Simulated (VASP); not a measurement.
# SnO2 in VASP: a series of runs

SnO2 is run at these levels: PBEsol; tasks: single point.

All numbers are computed with VASP 6.6.1; they aren't measurements. Logs are shortened: lines on timing, memory, paths and dates and some standing lists are left out, and cuts for length are marked.

### Step 1. The cell of the first run

The typed cell holds 6 atoms: a = 4.721 Å, b = 4.722 Å, c = 3.340 Å, α = 90.00°, β = 90.00°, γ = 90.00°.

### Step 2. Single point, PBEsol (uniaxial strain along c: +4.0 %)

Contents of INCAR:

```
SYSTEM = SnO2
PREC = Accurate ; ENCUT = 520
EDIFF = 1E-6 ; ISMEAR = 0
SIGMA = 0.02 ; LREAL = .False.
LASPH = .True. ; NELM = 100
ALGO = Normal ; ISIF = 2
LWAVE = .False. ; LCHARG = .True.
GGA = PS ; LELF = .True.
LVHAR = .True. ; NBANDS = 35
```

Contents of KPOINTS:

```
Automatic mesh
0
Gamma
  6 6 8
  0 0 0
```

Contents of POSCAR:

```
SnO2
1.0
    4.7209710799      0.0000000000      0.0000000000
    0.0000000000      4.7223651478      0.0000000000
    0.0000000000      0.0000000000      3.3404583135
Sn O
2 4
Direct
    0.5000000000      0.5000000000      0.5000000000
    0.0000000000      0.0000000000      0.0000000000
    0.3068831448      0.3069550696      0.0000000000
    0.8068831448      0.1930449304      0.5000000000
    0.1931168552      0.8069550696      0.5000000000
    0.6931168552      0.6930449304      0.0000000000
```

Potentials or basis: VASP PAW PBE potentials, release 64 (Sn_d, O).

The run is started by

```console
$ cat potpaw_PBE.64/Sn_d/POTCAR potpaw_PBE.64/O/POTCAR > POTCAR
$ mpirun -np 1 vasp_std > vasp.out
```

OUTCAR:

```text
SYSTEM = SnO2
   PREC = Accurate
   ENCUT = 520
   EDIFF = 1E-6
   ISMEAR = 0
   LREAL = .False.
   LASPH = .True.
   NELM = 100
   ISIF = 2
   GGA = PS

 ion  position               nearest neighbor table
   1  0.500  0.500  0.500-   4 2.05   5 2.05   3 2.11   6 2.11   3 2.11   6 2.11   2 3.73   2 3.73
                             2 3.73   2 3.73   2 3.73   2 3.73   2 3.73   2 3.73
   2  0.000  0.000  0.000-   3 2.05   6 2.05   5 2.11   4 2.11   4 2.11   5 2.11   1 3.73   1 3.73
                             1 3.73   1 3.73   1 3.73   1 3.73   1 3.73   1 3.73
   3  0.307  0.307  0.000-   2 2.05   1 2.11   1 2.11
   4  0.807  0.193  0.500-   1 2.05   2 2.11   2 2.11
   5  0.193  0.807  0.500-   1 2.05   2 2.11   2 2.11
   6  0.693  0.693  0.000-   2 2.05   1 2.11   1 2.11

  LATTYP: Found a simple orthorhombic cell.
 ALAT       =     3.3404583135
 B/A-ratio  =     1.4132704668
 C/A-ratio  =     1.4136877951

  Lattice vectors:

 A1 = (   0.0000000000,   0.0000000000,   3.3404583135)
 A2 = (   4.7209710799,   0.0000000000,   0.0000000000)
 A3 = (   0.0000000000,   4.7223651478,   0.0000000000)

Analysis of symmetry for initial positions (statically):
=====================================================================
 Subroutine PRICEL returns:
 Original cell was already a primitive cell.

 Routine SETGRP: Setting up the symmetry group for a
 simple orthorhombic supercell.

 Subroutine GETGRP returns: Found  8 space group operations
 (whereof  4 operations were pure point group operations)
 out of a pool of  8 trial point group operations.

The static configuration has the point symmetry C_2h.
 The point group associated with its full space group is D_2h.

Analysis of symmetry for dynamics (positions and initial velocities):
=====================================================================
 Subroutine PRICEL returns:
 Original cell was already a primitive cell.

 Routine SETGRP: Setting up the symmetry group for a
 simple orthorhombic supercell.

 Subroutine GETGRP returns: Found  8 space group operations
 (whereof  4 operations were pure point group operations)
 out of a pool of  8 trial point group operations.

The dynamic configuration has the point symmetry C_2h.
 The point group associated with its full space group is D_2h.

 Subroutine INISYM returns: Found  8 space group operations
 (whereof  4 operations are pure point group operations),
 and found     1 'primitive' translations

[... 100 lines left out ...]
   ENCUT  =  520.0 eV  38.22 Ry    6.18 a.u.   8.78  8.78  6.21*2*pi/ulx,y,z
   NELM   =    100;   NELMIN=  2; NELMDL= -5     # of ELM steps
   EDIFF  = 0.1E-05   stopping-criterion for ELM
   LREAL  =      F    real-space projection
   EDIFFG = 0.1E-04   stopping-criterion for IOM
   NSW    =      0    number of steps for IOM
   IBRION =     -1    ionic relax: 0-MD 1-quasi-New 2-CG
   NFREE  =      0    steps in history (QN), initial steepest desc. (CG)
   ISIF   =      2    stress and relaxation
   ISYM   =      2    0-nonsym 1-usesym 2-fastsym
   POTIM  = 0.5000    time-step for ionic-motion
   TEBEG  =    0.0;   TEEND  =   0.0 temperature during run
   PSTRESS=    0.0 pullay stress
   NELECT =      52.0000    total number of electrons
   NUPDOWN=      -1.0000    fix difference up-down
   EMIN   =  10.00;   EMAX   =-10.00  energy-range for DOS
   EFERMI =   0.00;   METHOD = LEGACY
   ISMEAR =     0;   SIGMA  =   0.02  broadening in eV -4-tet -1-fermi 0-gaus
   EFERMI_NEDOS =   21; number of points for ismear=-14 and -15
   IALGO  =     38    algorithm
   IMIX   =      4    mixing-type and parameters
     AMIX     =   0.40;   BMIX     =  1.00
     AMIX_MAG =   1.60;   BMIX_MAG =  1.00
  volume/ion in A,a.u.               =      12.41        83.76
  Fermi-wavevector in a.u.,A,eV,Ry     =   1.452369  2.744579 28.699797  2.109376
  Thomas-Fermi vector in A             =   2.569759
   LORBIT       =      0    0 simple, 1 ext, 2 COOP (PROOUT), +10 PAW based schemes
   GGA     = PS    functional components
   LHFCALC =     F    Hartree Fock is set to
   AEXX    =    0.0000 exact exchange contribution
   IVDW    =     0    specifies the selected vdW correction
   LEPSILON=     F    determine dielectric tensor
   LRPA    =     F    only Hartree local field effects (RPA)
 non-spin polarized calculation
 Gauss-broadening in eV      SIGMA  =   0.02
  energy-cutoff  :      520.00
  volume of cell :       74.47
 maximum number of plane-waves:      2048
 NGX is ok and might be reduce to    36
   NGX = 17   NGY = 17   NGZ = 13

 number of electron      51.9999995 magnetization

 Free energy of the ion-electron system (eV)
  ---------------------------------------------------
  ext. energy  EPLUGINS =         0.00000000
  ---------------------------------------------------
  free energy    TOTEN  =       -39.57816432 eV

  energy without entropy =      -39.57816432  energy(sigma->0) =      -39.57816432

 E-fermi :   5.7308     XC(G=0): -11.3468

 val. band max:        5.5598104174   @ k =   0.0000   0.0000   0.0000
 cond. band min:       6.1149450242   @ k =   0.0000   0.0000   0.0000
 fundamental gap:      0.5551346068
 Fermi energy:         5.7308216981

 k-point     1 :       0.0000    0.0000    0.0000
  band No.  band energies     occupation
      1     -15.3822      2.00000
      2     -14.6127      2.00000
      3     -14.4958      2.00000
      4     -14.4702      2.00000
      5     -14.4684      2.00000
      6     -14.4684      2.00000
[... 901 lines left out ...]
     34      17.2910      0.00000
     35      17.7838      0.00000

 [... further k-points ...]
[... 5 lines left out ...]
  --------------------------------------------------------------------------------------
  -------------------------------------------------------------------------------------
  Total       -0.5532761     -0.5621681     -5.1942500      0.0000000      0.0000000      0.0000000
  in kB      -11.9029743    -12.0942752   -111.7471540      0.0000000      0.0000000      0.0000000
  external PRESSURE =     -45.2481345 kB  Pullay stress =       0.0000000 kB

 VOLUME and BASIS-vectors are now :
 -----------------------------------------------------------------------------
  energy-cutoff  :      520.00
  volume of cell :       74.47
      direct lattice vectors                 reciprocal lattice vectors
     4.720971080  0.000000000  0.000000000     0.211820827  0.000000000  0.000000000
     0.000000000  4.722365148  0.000000000     0.000000000  0.211758297  0.000000000
     0.000000000  0.000000000  3.340458314     0.000000000  0.000000000  0.299360120

 POSITION                                       TOTAL-FORCE (eV/Angst)
 -----------------------------------------------------------------------------------
      2.36049      2.36118      1.67023         0.000000      0.000000      0.000000
      0.00000      0.00000      0.00000         0.000000      0.000000      0.000000
      1.44879      1.44955      0.00000         0.055230      0.055129     -0.000000
      3.80927      0.91163      1.67023         0.055230     -0.055129     -0.000000
      0.91170      3.81074      1.67023        -0.055230      0.055129      0.000000
      3.27218      3.27281      0.00000        -0.055230     -0.055129      0.000000
 -----------------------------------------------------------------------------------
    total drift:                                0.000000      0.000000      0.000000

  FREE ENERGIE OF THE ION-ELECTRON SYSTEM (eV)
  ---------------------------------------------------
  free  energy   TOTEN  =       -39.5781643235 eV

  energy  without entropy=      -39.5781643235  energy(sigma->0) =      -39.57816432
```

stdout:

```text
POSCAR found type information on POSCAR SnO
 POSCAR found :  2 types and       6 ions
 scaLAPACK will be used
 -----------------------------------------------------------------------------
|                                                                             |
|                                                                             |
|     You enforced a specific xc type in the INCAR file but a different       |
|     I HOPE YOU KNOW WHAT YOU ARE DOING!                                     |
|                                                                             |
 -----------------------------------------------------------------------------

 LDA part: xc-table for (Slater+PW92), standard interpolation
 POSCAR, INCAR and KPOINTS ok, starting setup
 FFT: planning ... GRIDC
 FFT: planning ... GRID_SOFT
 FFT: planning ... GRID
 WAVECAR not read
 entering main loop
```

Wall time 6.2 min (1 thread of AMD EPYC 7R13, shared host); peak memory 0.26 GiB.

Results:

* Free energy: -39.5782 eV
* Pressure: -4.5 GPa
* Largest force: 0.078 eV/Å
* Band gap on the k mesh: 0.56 eV, direct

Forces in eV/Å, atoms in the order of the input:
```
Sn   0.000  0.000  0.000
Sn   0.000  0.000  0.000
O    0.055  0.055  0.000
O    0.055 -0.055  0.000
O   -0.055  0.055  0.000
O   -0.055 -0.055  0.000
```

Caveat: the cell differs from its parent crystal (uniaxial strain along c: +4.0 %); the PAW data sets were made with another functional, which shifts forces and pressure a little; spin-orbit coupling is left out, which moves the levels of the heavy elements.

### Step 3. Single point, PBEsol (uniaxial strain along c: +6.0 %)

Contents of INCAR:

```
  PREC = Accurate
  ENCUT = 520
  EDIFF = 1E-6
  ISMEAR = 0
  SIGMA = 0.02
  LREAL = False
  LASPH = True
  NELM = 80
  ALGO = Normal
  ISIF = 2
  LWAVE = False
  LCHARG = True
  GGA = PS
  LELF = True
  LVHAR = True
  NBANDS = 35
```

Contents of KPOINTS:

```
regular mesh
0
Gamma
  6 6 8
```

Contents of POSCAR:

```
SnO2
1.0
    4.6971277916      0.0000000000      0.0000000000
    0.0000000000      4.6985148188      0.0000000000
    0.0000000000      0.0000000000      3.4046978965
Sn O
2 4
Direct
    0.5000000000      0.5000000000      0.5000000000
    0.0000000000      0.0000000000      0.0000000000
    0.3074731310      0.3074904391      0.0000000000
    0.8074731310      0.1925095609      0.5000000000
    0.1925268690      0.8074904391      0.5000000000
    0.6925268690      0.6925095609      0.0000000000
```

Potentials or basis: VASP PAW PBE potentials, release 64 (Sn_d, O).

The run is started by

```console
$ cat potpaw_PBE.64/Sn_d/POTCAR potpaw_PBE.64/O/POTCAR > POTCAR
$ mpirun -np 1 vasp_std > vasp.out
```

It took 6.4 min on 1 thread of AMD EPYC 7R13, shared host; peak memory 0.26 GiB.

The run converged. Its results:

```yaml
Free_energy: -39.4667 eV
Pressure: -6.5 GPa
Largest_force: 0.062 eV/Å
Band_gap_on_the_k_mesh: 0.40 eV, direct
```

Forces on the atoms (eV/Å):
```
Sn   0.000  0.000  0.000
Sn   0.000  0.000  0.000
O    0.044  0.044  0.000
O    0.044 -0.044  0.000
O   -0.044  0.044  0.000
O   -0.044 -0.044  0.000
```

Stress tensor (GPa, compression positive):
```
 -1.77   0.00   0.00
  0.00  -1.79   0.00
  0.00   0.00 -15.83
```

Levels at points of the mesh, in eV from the valence-band top:
```tsv
k point	band 23	band 24	band 25	band 26	band 27	band 28	band 29	band 30
(0.00, 0.00, 0.00)	-1.38	-0.65	-0.65	0.00	0.40	4.97	5.44	5.44
(0.50, 0.00, 0.00)	-1.31	-1.31	-0.55	-0.55	3.80	3.80	6.18	6.18
(0.00, 0.50, 0.00)	-1.31	-1.31	-0.55	-0.55	3.80	3.80	6.18	6.18
(0.50, 0.50, 0.00)	-1.49	-1.49	-0.69	-0.69	3.99	3.99	6.75	6.75
(0.00, 0.00, 0.50)	-1.57	-1.57	-1.15	-1.15	5.45	5.45	9.33	9.33
(0.50, 0.00, 0.50)	-0.95	-0.95	-0.58	-0.58	5.82	5.82	7.81	7.81
(0.00, 0.50, 0.50)	-0.95	-0.95	-0.58	-0.58	5.82	5.82	7.81	7.81
(0.50, 0.50, 0.50)	-0.84	-0.84	-0.65	-0.65	4.33	4.33	8.50	8.50
```

Caveat: the cell differs from its parent crystal (uniaxial strain along c: +6.0 %); the PAW data sets were made with another functional, which shifts forces and pressure a little; spin-orbit coupling is left out, which moves the levels of the heavy elements.

### Step 4. Single point, PBEsol

This run uses another cell than the first one, of 12.37 Å³/atom, 0.997 times its volume.

Contents of INCAR:

```
SYSTEM = SnO2
PREC = Accurate
ENCUT = 600
EDIFF = 1E-6
ISMEAR = 1
SIGMA = 0.02
LREAL = .FALSE.
LASPH = .TRUE.
NELM = 120
ALGO = Normal
ISIF = 2
LWAVE = .FALSE.
LCHARG = .TRUE.
GGA = PS
LELF = .TRUE.
LVHAR = .TRUE.
NBANDS = 35
GGA_COMPAT = .FALSE.
```

Contents of KPOINTS:

```
regular mesh
0
G
  6 6 8
  0 0 0
```

Contents of POSCAR:

```
SnO2
1.0
    4.6689126472      0.0000000000      0.0000000000
    0.0000000000      4.6689661852      0.0000000000
    0.0000000000      0.0000000000      3.4046978965
Sn O
2 4
Direct
    0.5000000000      0.5000000000      0.5000000000
    0.0000000000      0.0000000000      0.0000000000
    0.3079790103      0.3079718805      0.0000000000
    0.8079790103      0.1920281195      0.5000000000
    0.1920209897      0.8079718805      0.5000000000
    0.6920209897      0.6920281195      0.0000000000
```

The run is started by

```console
$ cat potpaw_PBE.64/Sn_d/POTCAR potpaw_PBE.64/O/POTCAR > POTCAR
$ mpirun -np 1 vasp_std > vasp.out
```

Wall time 5.5 min (1 thread of AMD EPYC 7R13, shared host); peak memory 0.3 GiB.

The run converged. Its results:

```yaml
Free_energy: -39.4782 eV
Pressure: -4.6 GPa
Largest_force: 0.004 eV/Å
Band_gap_on_the_k_mesh: 0.53 eV, direct
```

Forces in eV/Å, atoms in the order of the input:
```
Sn   0.000  0.000  0.000
Sn   0.000  0.000  0.000
O    0.003  0.003  0.000
O    0.003 -0.003  0.000
O   -0.003  0.003  0.000
O   -0.003 -0.003  0.000
```

Stress tensor (GPa, compression positive):
```
  0.38   0.00   0.00
  0.00   0.38   0.00
  0.00   0.00 -14.44
```

Levels at points of the mesh, in eV from the valence-band top:
```csv
k point,band 24,band 25,band 26,band 27,band 28,band 29
"(0.00, 0.00, 0.00)",-0.65,-0.65,0.00,0.53,5.00,5.47
"(0.50, 0.00, 0.00)",-1.31,-0.55,-0.55,3.91,3.91,6.21
"(0.00, 0.50, 0.00)",-1.31,-0.55,-0.55,3.91,3.91,6.21
"(0.50, 0.50, 0.00)",-1.49,-0.68,-0.68,4.08,4.08,6.81
"(0.00, 0.00, 0.50)",-1.60,-1.16,-1.16,5.58,5.58,9.36
"(0.50, 0.00, 0.50)",-0.95,-0.55,-0.55,5.97,5.97,7.93
"(0.00, 0.50, 0.50)",-0.95,-0.55,-0.55,5.97,5.97,7.93
"(0.50, 0.50, 0.50)",-0.85,-0.64,-0.64,4.48,4.48,8.56
```

Caveat: the PAW data sets were made with another functional, which shifts forces and pressure a little; spin-orbit coupling is left out, which moves the levels of the heavy elements. Expect the measured gap to be larger: semilocal functionals such as PBEsol lack the derivative discontinuity.

### Step 5. Overview

```csv
cell,cutoff (eV),smearing,gap on the mesh (eV),pressure (GPa),largest force (eV/Å)
"a = 4.721, b = 4.722, c = 3.340 Å, 6 atoms",520,gaussian 0.02 eV,0.56,-4.5,0.08
"a = 4.697, b = 4.699, c = 3.405 Å, 6 atoms",520,gaussian 0.02 eV,0.40,-6.5,0.06
"a = 4.669, b = 4.669, c = 3.405 Å, 6 atoms",600,methfessel-paxton 0.02 eV,0.53,-4.6,-
```

Alike in all rows: task single point; level PBEsol; potentials or basis VASP PAW PBE potentials, release 64 (Sn_d, O); no spin polarisation; k mesh 6 × 6 × 8.

Caveats: the PAW data sets were made with another functional, which shifts forces and pressure a little; spin-orbit coupling is left out, which moves the levels of the heavy elements.

Total energies depend on the potentials used, so only differences within one code and one set of settings carry meaning.
